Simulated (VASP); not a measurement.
# Fe (Fd-3m) in VASP: a series of runs

Fe is run at these levels: PBEsol; tasks: single point.

Program: VASP 6.6.1. These are calculated values, not measurements. Logs are shortened: lines on timing, memory, paths and dates and some standing lists are left out, and cuts for length are marked.

### 1 The cell of the first run

The structure is cubic, space group Fd-3m (No. 227). Conventional cell: a = 4.868 Å, b = 4.868 Å, c = 4.868 Å, α = 90.00°, β = 90.00°, γ = 90.00°. Fe (site symmetry -43m) has 4 Fe at 2.11 Å within 2.8 Å.

### 2 Single point, PBEsol, collinear spin, ferromagnetic start (volume scaled by 1.04)

File INCAR:

```
SYSTEM = Fe
ALGO = Normal ; EDIFF = 1E-6
ENCUT = 520 ; GGA = PS
ISIF = 2 ; ISMEAR = -1
ISPIN = 2 ; LASPH = .TRUE.
LCHARG = .FALSE. ; LMAXMIX = 4
LORBIT = 11 ; LREAL = .FALSE.
LWAVE = .FALSE. ; MAGMOM = 2.5 2.5
NBANDS = 19 ; NELM = 150
PREC = Accurate ; SIGMA = 0.05
```

File KPOINTS:

```
k-points
0
G
  13 13 13
  0 0 0
```

File POSCAR:

```
Fe
1.0
    0.0000000000      2.4340212161      2.4340212161
    2.4340212161      0.0000000000      2.4340212161
    2.4340212161      2.4340212161      0.0000000000
Fe
2
Direct
    0.1250000000      0.1250000000      0.1250000000
    0.8750000000      0.8750000000      0.8750000000
```

Potentials or basis: VASP PAW PBE potentials, release 64 (Fe).

Started as:

```bash
> cat potpaw_PBE.64/Fe/POTCAR > POTCAR
> mpirun -np 1 vasp_std > vasp.out
```

OUTCAR:

```text
SYSTEM = Fe
   EDIFF = 1E-6
   ENCUT = 520
   GGA = PS
   ISIF = 2
   ISMEAR = -1
   ISPIN = 2
   LASPH = .TRUE.
   LORBIT = 11
   LREAL = .FALSE.
   NELM = 150
   PREC = Accurate

 ion  position               nearest neighbor table
   1  0.125  0.125  0.125-   2 2.11   2 2.11   2 2.11   2 2.11
   2  0.875  0.875  0.875-   1 2.11   1 2.11   1 2.11   1 2.11

  LATTYP: Found a face centered cubic cell.
 ALAT       =     4.8680424322

  Lattice vectors:

 A1 = (   0.0000000000,   2.4340212161,   2.4340212161)
 A2 = (   2.4340212161,   0.0000000000,   2.4340212161)
 A3 = (   2.4340212161,   2.4340212161,   0.0000000000)

Analysis of symmetry for initial positions (statically):
=====================================================================
 Subroutine PRICEL returns:
 Original cell was already a primitive cell.

 Routine SETGRP: Setting up the symmetry group for a
 face centered cubic supercell.

 Subroutine GETGRP returns: Found 48 space group operations
 (whereof 12 operations were pure point group operations)
 out of a pool of 48 trial point group operations.

The static configuration has the point symmetry D_3d.
 The point group associated with its full space group is O_h .

Analysis of symmetry for dynamics (positions and initial velocities):
=====================================================================
 Subroutine PRICEL returns:
 Original cell was already a primitive cell.

 Routine SETGRP: Setting up the symmetry group for a
 face centered cubic supercell.

 Subroutine GETGRP returns: Found 48 space group operations
 (whereof 12 operations were pure point group operations)
 out of a pool of 48 trial point group operations.

The dynamic configuration has the point symmetry D_3d.
 The point group associated with its full space group is O_h .

Analysis of structural, dynamic, and magnetic symmetry:
=====================================================================
 Subroutine PRICEL returns:
 Original cell was already a primitive cell.

 Routine SETGRP: Setting up the symmetry group for a
 face centered cubic supercell.

 Subroutine GETGRP returns: Found 48 space group operations
 (whereof 12 operations were pure point group operations)
 out of a pool of 48 trial point group operations.

The overall configuration has the point symmetry D_3d.
 The point group associated with its full space group is O_h .

 Subroutine INISYM returns: Found 48 space group operations
 (whereof 12 operations are pure point group operations),
 and found     1 'primitive' translations

----------------------------------------------------------------------------------------

                                     Primitive cell

  volume of cell :      28.8405

  direct lattice vectors                    reciprocal lattice vectors
     0.000000000  2.434021216  2.434021216    -0.205421381  0.205421381  0.205421381
     2.434021216  0.000000000  2.434021216     0.205421381 -0.205421381  0.205421381
     2.434021216  2.434021216  0.000000000     0.205421381  0.205421381 -0.205421381

  length of vectors
     3.442225815  3.442225815  3.442225815     0.355800269  0.355800269  0.355800269

  position of ions in fractional coordinates (direct lattice)
     0.125000000  0.125000000  0.125000000
     0.875000000  0.875000000  0.875000000

  ion indices of the primitive-cell ions
   primitive index   ion index
                 1           1
                 2           2

----------------------------------------------------------------------------------------

 KPOINTS: k-points

Automatic generation of k-mesh.
 Grid dimensions read from file:
 generate k-points for:   13   13   13

 Generating k-lattice:

  Cartesian coordinates                     Fractional coordinates (reciprocal lattice)
    -0.015801645  0.015801645  0.015801645     0.076923077  0.000000000  0.000000000
     0.015801645 -0.015801645  0.015801645     0.000000000  0.076923077  0.000000000
     0.015801645  0.015801645 -0.015801645     0.000000000  0.000000000  0.076923077

  Length of vectors
     0.027369251  0.027369251  0.027369251

  Shift w.r.t. Gamma in fractional coordinates (k-lattice)
     0.000000000  0.000000000  0.000000000

 Subroutine IBZKPT returns following result:
 ===========================================

 Found     84 irreducible k-points:

 Following reciprocal coordinates:
            Coordinates               Weight
  0.000000  0.000000  0.000000      1.000000
  0.076923  0.000000  0.000000      8.000000
  0.153846  0.000000  0.000000      8.000000
  0.230769  0.000000  0.000000      8.000000
  0.307692  0.000000  0.000000      8.000000
  0.384615  0.000000  0.000000      8.000000
[... 16 lines left out ...]
  0.384615  0.153846  0.000000     24.000000
  0.461538  0.153846  0.000000     24.000000
 [... further k-points ...]
   k-points           NKPTS =     84   k-points in BZ     NKDIM =     84   number of bands    NBANDS=     19
   number of dos      NEDOS =    301   number of ions     NIONS =      2
   total plane-waves  NPLWV =  21952
   dimension x,y,z NGX =    28 NGY =   28 NGZ =   28
   dimension x,y,z NGXF=    56 NGYF=   56 NGZF=   56
   ions per type =               2
   NGX,Y,Z   is equivalent  to a cutoff of  13.52, 13.52, 13.52 a.u.
   NGXF,Y,Z  is equivalent  to a cutoff of  27.05, 27.05, 27.05 a.u.
 SYSTEM =  Fe
   PREC   = accura    normal or accurate (medium, high low for compatibility)
   ISTART =      0    job   : 0-new  1-cont  2-samecut
   ICHARG =      2    charge: 1-file 2-atom 10-const
   ISPIN  =      2    spin polarized calculation?
   LNONCOLLINEAR =      F non collinear calculations
   LSORBIT =      F    spin-orbit coupling
   LASPH  =      T    aspherical Exc in radial PAW
   ENCUT  =  520.0 eV  38.22 Ry    6.18 a.u.   6.40  6.40  6.40*2*pi/ulx,y,z
   NELM   =    150;   NELMIN=  2; NELMDL= -5     # of ELM steps
   EDIFF  = 0.1E-05   stopping-criterion for ELM
   LREAL  =      F    real-space projection
   EDIFFG = 0.1E-04   stopping-criterion for IOM
   NSW    =      0    number of steps for IOM
   IBRION =     -1    ionic relax: 0-MD 1-quasi-New 2-CG
   NFREE  =      0    steps in history (QN), initial steepest desc. (CG)
   ISIF   =      2    stress and relaxation
   ISYM   =      2    0-nonsym 1-usesym 2-fastsym
   POTIM  = 0.5000    time-step for ionic-motion
   TEBEG  =    0.0;   TEEND  =   0.0 temperature during run
   PSTRESS=    0.0 pullay stress
   NELECT =      16.0000    total number of electrons
   NUPDOWN=      -1.0000    fix difference up-down
   EMIN   =  10.00;   EMAX   =-10.00  energy-range for DOS
   EFERMI =   0.00;   METHOD = LEGACY
   ISMEAR =    -1;   SIGMA  =   0.05  broadening in eV -4-tet -1-fermi 0-gaus
   EFERMI_NEDOS =   21; number of points for ismear=-14 and -15
   IALGO  =     38    algorithm
   IMIX   =      4    mixing-type and parameters
     AMIX     =   0.40;   BMIX     =  1.00
     AMIX_MAG =   1.60;   BMIX_MAG =  1.00
  volume/ion in A,a.u.               =      14.42        97.31
  Fermi-wavevector in a.u.,A,eV,Ry     =   1.345180  2.542022 24.619875  1.809510
  Thomas-Fermi vector in A             =   2.473114
   LORBIT       =     11    0 simple, 1 ext, 2 COOP (PROOUT), +10 PAW based schemes
   GGA     = PS    functional components
   LHFCALC =     F    Hartree Fock is set to
   AEXX    =    0.0000 exact exchange contribution
   IVDW    =     0    specifies the selected vdW correction
   LEPSILON=     F    determine dielectric tensor
   LRPA    =     F    only Hartree local field effects (RPA)
 spin polarized calculation
  energy-cutoff  :      520.00
  volume of cell :       28.84
 maximum number of plane-waves:       793
 NGX is ok and might be reduce to    28
   NGX = 13   NGY = 13   NGZ = 13

 number of electron      16.0000008 magnetization      -0.0021192

 number of electron      16.0000008 magnetization       0.0011056

 Free energy of the ion-electron system (eV)
  ---------------------------------------------------
  ext. energy  EPLUGINS =         0.00000000
  ---------------------------------------------------
  free energy    TOTEN  =       -15.28730564 eV

  energy without entropy =      -15.26687592  energy(sigma->0) =      -15.27709078

 E-fermi :   3.4436     XC(G=0): -11.7052

 val. band max:        3.4408484060   @ k =   0.3846   0.0000   0.0000
 cond. band min:       3.4603762477   @ k =   0.2308   0.2308   0.0000
 fundamental gap:      0.0195278418
 Fermi energy:         3.4436029620

 spin component 1

 k-point     1 :       0.0000    0.0000    0.0000
  band No.  band energies     occupation
      1      -3.2502      1.00000
      2       0.6928      1.00000
      3       0.6928      1.00000
      4       0.9986      1.00000
      5       0.9986      1.00000
      6       0.9986      1.00000
[... 11 lines left out ...]
     18      19.2524      0.00000
     19      20.4885      0.00000
[... 485 lines left out ...]
 k-point    24 :       0.4615    0.1538    0.0000
  band No.  band energies     occupation
      1      -0.1976      1.00000
      2       0.1743      1.00000
      3       0.9392      1.00000
      4       1.0072      1.00000
      5       1.2014      1.00000
      6       1.6219      1.00000
[... 11 lines left out ...]
     18      21.8298      0.00000
     19      23.5208      0.00000

 [... further k-points ...]

 spin component 2

 k-point     1 :       0.0000    0.0000    0.0000
  band No.  band energies     occupation
      1      -3.2502      1.00000
      2       0.6934      1.00000
      3       0.6934      1.00000
      4       0.9988      1.00000
      5       0.9988      1.00000
      6       0.9988      1.00000
[... 11 lines left out ...]
     18      19.2519      0.00000
     19      20.4882      0.00000
[... 485 lines left out ...]
 k-point    24 :       0.4615    0.1538    0.0000
  band No.  band energies     occupation
      1      -0.1975      1.00000
      2       0.1746      1.00000
      3       0.9395      1.00000
      4       1.0075      1.00000
      5       1.2018      1.00000
      6       1.6223      1.00000
[... 11 lines left out ...]
     18      21.8298      0.00000
     19      23.5209      0.00000

 [... further k-points ...]
[... 5 lines left out ...]
  --------------------------------------------------------------------------------------
  -------------------------------------------------------------------------------------
  Total       -1.3673642     -1.3673642     -1.3673642     -0.0000000     -0.0000000      0.0000000
  in kB      -75.9611838    -75.9611838    -75.9611838     -0.0000000     -0.0000000      0.0000000
  external PRESSURE =     -75.9611838 kB  Pullay stress =       0.0000000 kB

 VOLUME and BASIS-vectors are now :
 -----------------------------------------------------------------------------
  energy-cutoff  :      520.00
  volume of cell :       28.84
      direct lattice vectors                 reciprocal lattice vectors
     0.000000000  2.434021216  2.434021216    -0.205421381  0.205421381  0.205421381
     2.434021216  0.000000000  2.434021216     0.205421381 -0.205421381  0.205421381
     2.434021216  2.434021216  0.000000000     0.205421381  0.205421381 -0.205421381

 POSITION                                       TOTAL-FORCE (eV/Angst)
 -----------------------------------------------------------------------------------
      0.60851      0.60851      0.60851        -0.000000      0.000000      0.000000
      4.25954      4.25954      4.25954         0.000000     -0.000000     -0.000000
 -----------------------------------------------------------------------------------
    total drift:                                0.000000     -0.000000     -0.000000

  FREE ENERGIE OF THE ION-ELECTRON SYSTEM (eV)
  ---------------------------------------------------
  free  energy   TOTEN  =       -15.2873056357 eV

  energy  without entropy=      -15.2668759229  energy(sigma->0) =      -15.27709078

 total charge

# of ion       s       p       d       tot
------------------------------------------
    1        0.588   0.441   6.459   7.489
    2        0.588   0.441   6.459   7.489
--------------------------------------------------
tot          1.177   0.883  12.919  14.978

 magnetization (x)

# of ion       s       p       d       tot
------------------------------------------
    1       -0.000  -0.000   0.000   0.000
    2       -0.000  -0.000   0.000   0.000
--------------------------------------------------
tot         -0.000  -0.000   0.001   0.001
```

It took 66 s on 1 thread of Intel Xeon 6975P-C, shared host; peak memory 0.21 GiB.

What came out:

* Free energy: -15.2873 eV
* Pressure: -7.6 GPa
* Band gap on the k mesh: zero (filled and empty bands overlap)
* Net moment: 0.00 μB per cell
* Valence electrons inside the program's atomic spheres: Fe 7.49

Caveat: the cell differs from its parent crystal (volume scaled by 1.04); the starting moments collapsed, and a magnetic state may lie lower; the PAW data sets were made with another functional, which shifts forces and pressure a little.

### 3 Single point, PBEsol, collinear spin, ferromagnetic start (volume scaled by 1.08)

File INCAR:

```
  ALGO = Normal
  EDIFF = 1E-6
  ENCUT = 520
  GGA = PS
  ISIF = 2
  ISMEAR = -1
  ISPIN = 2
  LASPH = True
  LCHARG = False
  LMAXMIX = 4
  LORBIT = 11
  LREAL = False
  LWAVE = False
  MAGMOM = 2.5 2.5
  NBANDS = 19
  NELM = 150
  PREC = Accurate
  SIGMA = 0.05
```

File KPOINTS:

```
k-points
0
Gamma
  13 13 13
```

File POSCAR:

```
Fe
1.0
    0.0000000000      2.4648348823      2.4648348823
    2.4648348823      0.0000000000      2.4648348823
    2.4648348823      2.4648348823      0.0000000000
Fe
2
Direct
    0.1250000000      0.1250000000      0.1250000000
    0.8750000000      0.8750000000      0.8750000000
```

Potentials or basis: VASP PAW PBE potentials, release 64 (Fe).

Started as:

```bash
> cat potpaw_PBE.64/Fe/POTCAR > POTCAR
> mpirun -np 1 vasp_std > vasp.out
```

Wall time 69 s (1 thread of Intel Xeon 6975P-C, shared host); peak memory 0.22 GiB.

It converged, with:

```yaml
Free_energy: -15.2176 eV
Pressure: -12.3 GPa
Band_gap_on_the_k_mesh: zero (filled and empty bands overlap)
Net_moment: 0.00 μB per cell
Valence_electrons_inside_the_program's_atomic_spheres: Fe 7.42
```

Levels at points of the mesh, in eV from the Fermi level:
Spin up:
| k point | band 4 | band 5 | band 6 | band 7 | band 8 | band 9 | band 10 | band 11 | band 12 | band 13 |
| --- | --- | --- | --- | --- | --- | --- | --- | --- | --- | --- |
| (0.00, 0.00, 0.00) | -2.34 | -2.34 | -2.34 | -0.37 | -0.37 | -0.37 | 1.18 | 1.18 | 13.92 | 13.92 |
Spin down:
```csv
k point,band 6,band 7,band 8,band 9,band 10,band 11
"(0.00, 0.00, 0.00)",-2.34,-0.37,-0.37,-0.37,1.18,1.18
```

Caveat: the cell differs from its parent crystal (volume scaled by 1.08); the starting moments collapsed, and a magnetic state may lie lower; the PAW data sets were made with another functional, which shifts forces and pressure a little.

### 4 Single point, PBEsol, collinear spin, ferromagnetic start (volume scaled by 1.12)

File INCAR:

```
ALGO = Normal
EDIFF = 1E-6
ENCUT = 520
GGA = PS
ISIF = 2
ISMEAR = -1
ISPIN = 2
LASPH = T
LCHARG = F
LMAXMIX = 4
LORBIT = 11
LREAL = F
LWAVE = F
MAGMOM = 2.5 2.5
NBANDS = 19
NELM = 150
PREC = Accurate
SIGMA = 0.05
```

KPOINTS is that of step 3.

File POSCAR:

```
Fe
1.0
    0.0000000000      2.4948968071      2.4948968071
    2.4948968071      0.0000000000      2.4948968071
    2.4948968071      2.4948968071      0.0000000000
Fe
2
Direct
    0.1250000000      0.1250000000      0.1250000000
    0.8750000000      0.8750000000      0.8750000000
```

Started as:

```bash
> cat potpaw_PBE.64/Fe/POTCAR > POTCAR
> mpirun -np 1 vasp_std > vasp.out
```

It took 75 s on 1 thread of Intel Xeon 6975P-C, shared host; peak memory 0.22 GiB.

The run converged. Its results:

```
Free energy                                           : -15.1186 eV
Pressure                                              : -16.1 GPa
Band gap on the k mesh                                : zero (filled and empty bands overlap)
Net moment                                            : 0.00 μB per cell
Valence electrons inside the program's atomic spheres : Fe 7.35
```

Levels at points of the mesh, in eV from the Fermi level:
Spin up:
```
           k point  band 6  band 7  band 8  band 9  band 10  band 11
(0.00, 0.00, 0.00)   -2.25   -0.36   -0.36   -0.36     1.11     1.11
```
Spin down:
```csv
k point,band 6,band 7,band 8,band 9,band 10,band 11
"(0.00, 0.00, 0.00)",-2.25,-0.36,-0.36,-0.36,1.12,1.12
```

Caveat: the cell differs from its parent crystal (volume scaled by 1.12); the starting moments collapsed, and a magnetic state may lie lower; the PAW data sets were made with another functional, which shifts forces and pressure a little.

### 5 Single point, PBEsol

This run uses another cell than the first one, of 13.88 Å³/atom, 0.963 times its volume.

File INCAR:

```
SYSTEM = Fe
ALGO = Normal
EDIFF = 1E-6
ENCUT = 600
GGA = PS
GGA_COMPAT = .False.
ISIF = 2
ISMEAR = -1
LASPH = .True.
LCHARG = .False.
LREAL = .False.
LWAVE = .False.
NBANDS = 23
NELM = 120
PREC = Accurate
SIGMA = 0.1
```

File KPOINTS:

```
k-points
0
Gamma
  11 11 11
  0 0 0
```

File POSCAR:

```
Fe
1.0
    0.0000000000      2.4033847399      2.4033847399
    2.4033847399      0.0000000000      2.4033847399
    2.4033847399      2.4033847399      0.0000000000
Fe
2
Direct
    0.1250000000      0.1250000000      0.1250000000
    0.8750000000      0.8750000000      0.8750000000
```

Potentials or basis: VASP PAW PBE potentials, release 64 (Fe_sv).

Started as:

```bash
> cat potpaw_PBE.64/Fe_sv/POTCAR > POTCAR
> mpirun -np 1 vasp_std > vasp.out
```

It took 53 s on 1 thread of Intel Xeon Platinum 8375C at 2.90GHz (Ice Lake), shared host; peak memory 0.17 GiB.

The run converged. Its results:

- Free energy: -15.5014 eV
- Pressure: -2.9 GPa
- Band gap on the k mesh: zero (band 16 reaches 9.19 eV, above the bottom of band 17 at 8.48 eV)

Levels at points of the mesh, in eV from the Fermi level:
| k point | band 13 | band 14 | band 15 | band 16 | band 17 | band 18 | band 19 | band 20 |
| --- | --- | --- | --- | --- | --- | --- | --- | --- |
| (0.00, 0.00, 0.00) | -2.57 | -2.57 | -0.42 | -0.42 | -0.42 | 1.33 | 1.33 | 14.63 |

Caveat: the PAW data sets were made with another functional, which shifts forces and pressure a little; the run has no spin polarisation, though such a crystal can be magnetic.

[end of part 1 of 2]
